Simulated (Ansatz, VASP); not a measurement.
**AlGa3N2 in VASP and in Ansatz**

```
Al Ga N
1.0
     5.75519    0.00000    0.00000
    -2.87759    4.98414    0.00000
     0.00000    0.00000    2.83585
Al Ga N
1 3 2
Direct
  0.00000 0.00000 0.00000
  0.50000 0.50000 0.50000
  0.50000 0.00000 0.50000
  0.00000 0.50000 0.50000
  0.66667 0.33333 0.00000
  0.33333 0.66667 0.00000
```

Change from the starting cell: species swapped into the CeZn3Pd2 type (P6/mmm, No. 191).

Alike in both runs: task relaxation of cell and atoms; functional PBE; k mesh 6 × 6 × 6; occupations gaussian, width 0.1 eV; no spin polarisation.

|  | VASP | Ansatz |
| --- | --- | --- |
| version | VASP 6.6.1 | Ansatz 0.2.0 |
| potentials or method | VASP PAW PBE potentials, release 64 (Al, Ga_d, N), cutoff 600 eV | scalar-relativistic, plane waves, PAW |
| valence electrons in the cell | 52 | 52 |

Ansatz gave:

```
gap on the k mesh at the Fermi level, each at its own relaxed structure (eV) : none
relaxed volume (Å³/atom)                                                     : 13.50
relaxed cell length with the largest relative difference (Å)                 : 5.697
```

Problem. Estimate VASP's values.

Solution. gap on the k mesh at the Fermi level, each at its own relaxed structure (eV): none; relaxed volume (Å³/atom): 13.57; relaxed cell length with the largest relative difference (Å): 5.716.

A gap of «none» marks a metal or a gap that the smearing closes.

The k mesh is coarse, so the values compare programs but aren't converged.
